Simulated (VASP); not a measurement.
# Sb (Fm-3m) in VASP: a series of runs, part 2 of 2

VASP 6.6.1. The steps go on from the part before.

## (3) Single point, PBE

This run uses another cell than the first one, of 27.47 Å³/atom, 1.259 times its volume.

Contents of INCAR:

```
SYSTEM = Sb
PREC = Accurate
ENCUT = 500
EDIFF = 1E-6
ISMEAR = 0
SIGMA = 0.1
LREAL = .False.
LASPH = .True.
NELM = 120
ALGO = Normal
ISIF = 2
LWAVE = .False.
LCHARG = .True.
GGA = PE
LELF = .True.
LVHAR = .True.
NBANDS = 8
GGA_COMPAT = .False.
```

Contents of KPOINTS:

```
regular mesh
0
Gamma
  16 16 16
  0 0 0
```

Contents of POSCAR:

```
Sb
1.0
    0.0000000000      2.3948819191      2.3948819191
    2.3948819191      0.0000000000      2.3948819191
    2.3948819191      2.3948819191      0.0000000000
Sb
1
Direct
    0.0000000000      0.0000000000      0.0000000000
```

Potentials or basis: VASP PAW PBE potentials, release 64 (Sb).

Command:

```
> cat potpaw_PBE.64/Sb/POTCAR > POTCAR
> mpirun -np 1 vasp_std > vasp.out
```

OUTCAR:

```text
SYSTEM = Sb
   PREC = Accurate
   ENCUT = 500
   EDIFF = 1E-6
   ISMEAR = 0
   LREAL = .False.
   LASPH = .True.
   NELM = 120
   ISIF = 2
   GGA = PE

 ion  position               nearest neighbor table
   1  0.000  0.000  0.000-

  LATTYP: Found a face centered cubic cell.
 ALAT       =     4.7897638382

  Lattice vectors:

 A1 = (   0.0000000000,   2.3948819191,   2.3948819191)
 A2 = (   2.3948819191,   0.0000000000,   2.3948819191)
 A3 = (   2.3948819191,   2.3948819191,   0.0000000000)

Analysis of symmetry for initial positions (statically):
=====================================================================
 Subroutine PRICEL returns:
 Original cell was already a primitive cell.

 Routine SETGRP: Setting up the symmetry group for a
 face centered cubic supercell.

 Subroutine GETGRP returns: Found 48 space group operations
 (whereof 48 operations were pure point group operations)
 out of a pool of 48 trial point group operations.

The static configuration has the point symmetry O_h .

Analysis of symmetry for dynamics (positions and initial velocities):
=====================================================================
 Subroutine PRICEL returns:
 Original cell was already a primitive cell.

 Routine SETGRP: Setting up the symmetry group for a
 face centered cubic supercell.

 Subroutine GETGRP returns: Found 48 space group operations
 (whereof 48 operations were pure point group operations)
 out of a pool of 48 trial point group operations.

The dynamic configuration has the point symmetry O_h .

 Subroutine INISYM returns: Found 48 space group operations
 (whereof 48 operations are pure point group operations),
 and found     1 'primitive' translations

----------------------------------------------------------------------------------------

                                     Primitive cell

  volume of cell :      27.4715

  direct lattice vectors                    reciprocal lattice vectors
     0.000000000  2.394881919  2.394881919    -0.208778561  0.208778561  0.208778561
     2.394881919  0.000000000  2.394881919     0.208778561 -0.208778561  0.208778561
     2.394881919  2.394881919  0.000000000     0.208778561  0.208778561 -0.208778561

  length of vectors
     3.386874490  3.386874490  3.386874490     0.361615075  0.361615075  0.361615075

  position of ions in fractional coordinates (direct lattice)
     0.000000000  0.000000000  0.000000000

  ion indices of the primitive-cell ions
   primitive index   ion index
                 1           1

----------------------------------------------------------------------------------------

 KPOINTS: regular mesh

Automatic generation of k-mesh.
 Grid dimensions read from file:
 generate k-points for:   16   16   16

 Generating k-lattice:

  Cartesian coordinates                     Fractional coordinates (reciprocal lattice)
    -0.013048660  0.013048660  0.013048660     0.062500000  0.000000000  0.000000000
     0.013048660 -0.013048660  0.013048660     0.000000000  0.062500000  0.000000000
     0.013048660  0.013048660 -0.013048660     0.000000000  0.000000000  0.062500000

  Length of vectors
     0.022600942  0.022600942  0.022600942

  Shift w.r.t. Gamma in fractional coordinates (k-lattice)
     0.000000000  0.000000000  0.000000000

 Subroutine IBZKPT returns following result:
 ===========================================

 Found    145 irreducible k-points:

 Following reciprocal coordinates:
            Coordinates               Weight
  0.000000  0.000000  0.000000      1.000000
  0.062500  0.000000  0.000000      8.000000
  0.125000  0.000000  0.000000      8.000000
  0.187500  0.000000  0.000000      8.000000
  0.250000  0.000000  0.000000      8.000000
  0.312500  0.000000  0.000000      8.000000
[... 16 lines left out ...]
 -0.125000  0.062500  0.000000     24.000000
 -0.062500  0.062500  0.000000     12.000000
 [... further k-points ...]
   k-points           NKPTS =    145   k-points in BZ     NKDIM =    145   number of bands    NBANDS=      8
   number of dos      NEDOS =    301   number of ions     NIONS =      1
   total plane-waves  NPLWV =  21952
   dimension x,y,z NGX =    28 NGY =   28 NGZ =   28
   dimension x,y,z NGXF=    56 NGYF=   56 NGZF=   56
   ions per type =               1
   NGX,Y,Z   is equivalent  to a cutoff of  13.74, 13.74, 13.74 a.u.
   NGXF,Y,Z  is equivalent  to a cutoff of  27.49, 27.49, 27.49 a.u.
 SYSTEM =  Sb
   PREC   = accura    normal or accurate (medium, high low for compatibility)
   ISTART =      0    job   : 0-new  1-cont  2-samecut
   ICHARG =      2    charge: 1-file 2-atom 10-const
   ISPIN  =      1    spin polarized calculation?
   LNONCOLLINEAR =      F non collinear calculations
   LSORBIT =      F    spin-orbit coupling
   LASPH  =      T    aspherical Exc in radial PAW
   ENCUT  =  500.0 eV  36.75 Ry    6.06 a.u.   6.18  6.18  6.18*2*pi/ulx,y,z
   NELM   =    120;   NELMIN=  2; NELMDL= -5     # of ELM steps
   EDIFF  = 0.1E-05   stopping-criterion for ELM
   LREAL  =      F    real-space projection
   EDIFFG = 0.1E-04   stopping-criterion for IOM
   NSW    =      0    number of steps for IOM
   IBRION =     -1    ionic relax: 0-MD 1-quasi-New 2-CG
   NFREE  =      0    steps in history (QN), initial steepest desc. (CG)
   ISIF   =      2    stress and relaxation
   ISYM   =      2    0-nonsym 1-usesym 2-fastsym
   POTIM  = 0.5000    time-step for ionic-motion
   TEBEG  =    0.0;   TEEND  =   0.0 temperature during run
   PSTRESS=    0.0 pullay stress
   NELECT =       5.0000    total number of electrons
   NUPDOWN=      -1.0000    fix difference up-down
   EMIN   =  10.00;   EMAX   =-10.00  energy-range for DOS
   EFERMI =   0.00;   METHOD = LEGACY
   ISMEAR =     0;   SIGMA  =   0.10  broadening in eV -4-tet -1-fermi 0-gaus
   EFERMI_NEDOS =   21; number of points for ismear=-14 and -15
   IALGO  =     38    algorithm
   IMIX   =      4    mixing-type and parameters
     AMIX     =   0.40;   BMIX     =  1.00
     AMIX_MAG =   1.60;   BMIX_MAG =  1.00
  volume/ion in A,a.u.               =      27.47       185.39
  Fermi-wavevector in a.u.,A,eV,Ry     =   0.927764  1.753219 11.711154  0.860746
  Thomas-Fermi vector in A             =   2.053868
   LORBIT       =      0    0 simple, 1 ext, 2 COOP (PROOUT), +10 PAW based schemes
   GGA     = PE    functional components
   LHFCALC =     F    Hartree Fock is set to
   AEXX    =    0.0000 exact exchange contribution
   IVDW    =     0    specifies the selected vdW correction
   LEPSILON=     F    determine dielectric tensor
   LRPA    =     F    only Hartree local field effects (RPA)
 non-spin polarized calculation
 Gauss-broadening in eV      SIGMA  =   0.10
  energy-cutoff  :      500.00
  volume of cell :       27.47
 maximum number of plane-waves:       725
 NGX is ok and might be reduce to    28
   NGX = 13   NGY = 13   NGZ = 13

 number of electron       5.0000000 magnetization

 Free energy of the ion-electron system (eV)
  ---------------------------------------------------
  ext. energy  EPLUGINS =         0.00000000
  ---------------------------------------------------
  free energy    TOTEN  =        -3.82030401 eV

  energy without entropy =       -3.81511141  energy(sigma->0) =       -3.81770771

 E-fermi :   8.2418     XC(G=0): -10.1466

 val. band max:        8.2265086810   @ k =   0.4375   0.2500   0.0000
 cond. band min:       8.2484886951   @ k =   0.5000   0.4375   0.0625
 fundamental gap:      0.0219800141
 Fermi energy:         8.2417910639

 k-point     1 :       0.0000    0.0000    0.0000
  band No.  band energies     occupation
      1      -4.5047      2.00000
      2      13.4395      0.00000
      3      13.4395      0.00000
      4      13.4395      0.00000
      5      18.1545      0.00000
      6      18.1545      0.00000
      7      18.1545      0.00000
      8      18.5091      0.00000

 k-point     2 :       0.0625    0.0000    0.0000
  band No.  band energies     occupation
      1      -4.4288      2.00000
      2      12.7040      0.00000
      3      13.3395      0.00000
      4      13.3395      0.00000
      5      17.4555      0.00000
      6      18.3203      0.00000
      7      18.3203      0.00000
      8      19.6696      0.00000
[... 221 lines left out ...]
 k-point    23 :      -0.1250    0.0625    0.0000
  band No.  band energies     occupation
      1      -4.0262      2.00000
      2      10.4819      0.00000
      3      12.0175      0.00000
      4      13.3507      0.00000
      5      17.0659      0.00000
      6      18.5429      0.00000
      7      19.0343      0.00000
      8      20.0359      0.00000

 k-point    24 :      -0.0625    0.0625    0.0000
  band No.  band energies     occupation
      1      -4.3026      2.00000
      2      12.0154      0.00000
      3      12.5916      0.00000
      4      13.4577      0.00000
      5      17.2012      0.00000
      6      18.2993      0.00000
      7      18.7328      0.00000
      8      20.6021      0.00000

 [... further k-points ...]
[... 5 lines left out ...]
  --------------------------------------------------------------------------------------
  -------------------------------------------------------------------------------------
  Total       -0.0159662     -0.0159662     -0.0159662     -0.0000000      0.0000000     -0.0000000
  in kB       -0.9311732     -0.9311732     -0.9311732     -0.0000000      0.0000000     -0.0000000
  external PRESSURE =      -0.9311732 kB  Pullay stress =       0.0000000 kB

 VOLUME and BASIS-vectors are now :
 -----------------------------------------------------------------------------
  energy-cutoff  :      500.00
  volume of cell :       27.47
      direct lattice vectors                 reciprocal lattice vectors
     0.000000000  2.394881919  2.394881919    -0.208778561  0.208778561  0.208778561
     2.394881919  0.000000000  2.394881919     0.208778561 -0.208778561  0.208778561
     2.394881919  2.394881919  0.000000000     0.208778561  0.208778561 -0.208778561

 POSITION                                       TOTAL-FORCE (eV/Angst)
 -----------------------------------------------------------------------------------
      0.00000      0.00000      0.00000         0.000000      0.000000      0.000000
 -----------------------------------------------------------------------------------
    total drift:                                0.000000      0.000000      0.000000

  FREE ENERGIE OF THE ION-ELECTRON SYSTEM (eV)
  ---------------------------------------------------
  free  energy   TOTEN  =        -3.8203040093 eV

  energy  without entropy=       -3.8151114088  energy(sigma->0) =       -3.81770771
```

OSZICAR:

```text
N       E                     dE             d eps       ncg     rms          rms(c)
DAV:   1     0.474569920612E+01    0.47457E+01   -0.16591E+03  2336   0.397E+02
DAV:   2    -0.373867576721E+01   -0.84844E+01   -0.81681E+01  3336   0.516E+01
DAV:   3    -0.382496878136E+01   -0.86293E-01   -0.85828E-01  2824   0.585E+00
DAV:   4    -0.382521875474E+01   -0.24997E-03   -0.24997E-03  3648   0.388E-01
DAV:   5    -0.382521908962E+01   -0.33488E-06   -0.33620E-06  2992   0.958E-03    0.163E+00
DAV:   6    -0.382197621283E+01    0.32429E-02   -0.21143E-03  2816   0.241E-01    0.923E-01
DAV:   7    -0.382028872716E+01    0.16875E-02   -0.44171E-03  2600   0.350E-01    0.582E-02
DAV:   8    -0.382030388886E+01   -0.15162E-04   -0.56665E-05  3328   0.586E-02    0.589E-03
DAV:   9    -0.382030400934E+01   -0.12048E-06   -0.73680E-07  3200   0.674E-03
   1 F= -.38203040E+01 E0= -.38177077E+01  d E =-.519260E-02
```

stdout:

```text
POSCAR found type information on POSCAR Sb
 POSCAR found :  1 types and       1 ions
 scaLAPACK will be used
 LDA part: xc-table for (Slater+PW92), standard interpolation
 POSCAR, INCAR and KPOINTS ok, starting setup
 FFT: planning ... GRIDC
 FFT: planning ... GRID_SOFT
 FFT: planning ... GRID
 WAVECAR not read
 entering main loop
```

Wall time 19 s (1 thread of Intel Xeon Platinum 8488C (Sapphire Rapids), shared host); peak memory 0.17 GiB.

What came out:

* Free energy: -3.8203 eV
* Pressure: -0.1 GPa

Caveat: spin-orbit coupling is left out, which moves the levels of the heavy elements.
